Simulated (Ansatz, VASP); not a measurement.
# Ge in VASP and in Ansatz

Contents of INCAR:

```
ALGO = Normal
EDIFF = 1E-7
EDIFFG = -0.01
ENCUT = 600
GGA = PE
IBRION = 2
ISIF = 3
ISMEAR = -1
IVDW = 12
LASPH = True
LCHARG = False
LREAL = False
LWAVE = False
NELM = 60
NSW = 60
PREC = Accurate
SIGMA = 0.05
```

The input KPOINTS:

```
k-points
0
Gamma
  10 10 6
```

Contents of POSCAR:

```
Ge
1.0
    1.4880529250     -2.5946896100      0.0000000000
    1.4880529250      2.5946896100      0.0000000000
    0.0000000000      0.0000000000      4.7275957900
Ge
2
Direct
    0.3334466300      0.6665533700      0.2500000000
    0.6665533700      0.3334466300      0.7500000000
```

File input.yaml:

```yaml
crystal:
  lattice:
    - [1.488052925, -2.59468961, 0.0]
    - [1.488052925, 2.59468961, 0.0]
    - [0.0, 0.0, 4.72759579]
  atoms:
    - { symbol: Ge, position: [0.33344663, 0.66655337, 0.25] }
    - { symbol: Ge, position: [0.66655337, 0.33344663, 0.75] }
hamiltonian:
  xc: pbe
  pseudopotentials: { kind: paw }
  dispersion: d3bj
kpoints:
  mp_grid: { grid: [10, 10, 6] }
scf:
  occupations: { method: fermi_dirac, width: 0.05 }
output:
  forces: true
  stress: true
  eigenvalues: true
  write_density: true
  write_potential: true
  elf: true
  volumetric_format: npy
relax:
  f_tol: 0.01
  max_steps: 40
  cell: { stress_tol: 0.05 }
```

Alike in both runs: task relaxation of cell and atoms; functional PBE; dispersion D3(BJ); k mesh 10 × 10 × 6; occupations fermi-dirac, width 0.05 eV; no spin polarisation.

|  | VASP | Ansatz |
| --- | --- | --- |
| version | VASP 6.6.1 | Ansatz 0.2.0 |
| potentials or method | VASP PAW PBE potentials, release 64 (Ge_d) | Ansatz PAW |
| plane-wave cutoff (eV) | 600 | 420 |
| valence electrons in the cell | 28 | 28 |

|  | VASP | Ansatz | Ansatz less VASP |
| --- | --- | --- | --- |
| gap on the k mesh at the Fermi level, each at its own relaxed structure (eV) | none | none | - |
| relaxed volume (Å³/atom) | 18.47 | 18.51 | +0.039 |
| relaxed cell length with the largest relative difference (Å) | 4.828 | 5.235 | +0.4071 |

A gap of «none» marks a metal or a gap that the smearing closes.

Noted on Ansatz's run: the plane-wave basis is chosen anew once the cell has moved, so the energies of steps on either side of that aren't comparable.
